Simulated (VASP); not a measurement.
Set up this calculation in VASP 6.6.1, as the native input.

```yaml
Task: single point
Functional: PBE
Potentials_or_basis: VASP PAW PBE potentials, release 64 (K_sv, I)
Cutoff: 520 eV
k_mesh: 6 × 6 × 6
Occupations: fermi-dirac, width 0.02 eV
Spin: no spin polarisation
Dipole_correction: no
Further_INCAR_settings: ALGO = Normal; EDIFF = 1e-06; NBANDS = 15
```

The structure of KI lies in POSCAR:

```
KI
1.0
    0.0000000000      3.9658927787      3.9658927787
    3.9658927787      0.0000000000      3.9658927787
    3.9658927787      3.9658927787      0.0000000000
K I
1 1
Direct
    0.0000000000      0.0000000000      0.0000000000
    0.2500000000      0.2500000000      0.2500000000
```

These files were run (other wordings do the same):

INCAR

```
SYSTEM = KI
PREC = Accurate
ENCUT = 520
EDIFF = 1E-6
ISMEAR = -1
SIGMA = 0.02
LREAL = .FALSE.
LASPH = .TRUE.
NELM = 100
ALGO = Normal
ISIF = 2
LWAVE = .FALSE.
LCHARG = .FALSE.
GGA = PE
NBANDS = 15
```

KPOINTS

```
regular mesh
0
G
  6 6 6
  0 0 0
```

Potentials or basis: VASP PAW PBE potentials, release 64 (K_sv, I).

Command:

```console
$ cat potpaw_PBE.64/K_sv/POTCAR potpaw_PBE.64/I/POTCAR > POTCAR
$ mpirun -np 1 vasp_std > vasp.out
```

Results of the run:

```json
{"Pressure": "0.2 GPa", "Band gap on the k mesh": "3.93 eV"}
```

Caveat: spin-orbit coupling is left out, which moves the levels of the heavy elements.

Run time: 13 s on 1 thread of Intel(R) Xeon(R) 6975P-C (Granite Rapids) (shared host), peak memory 0.26 GiB.
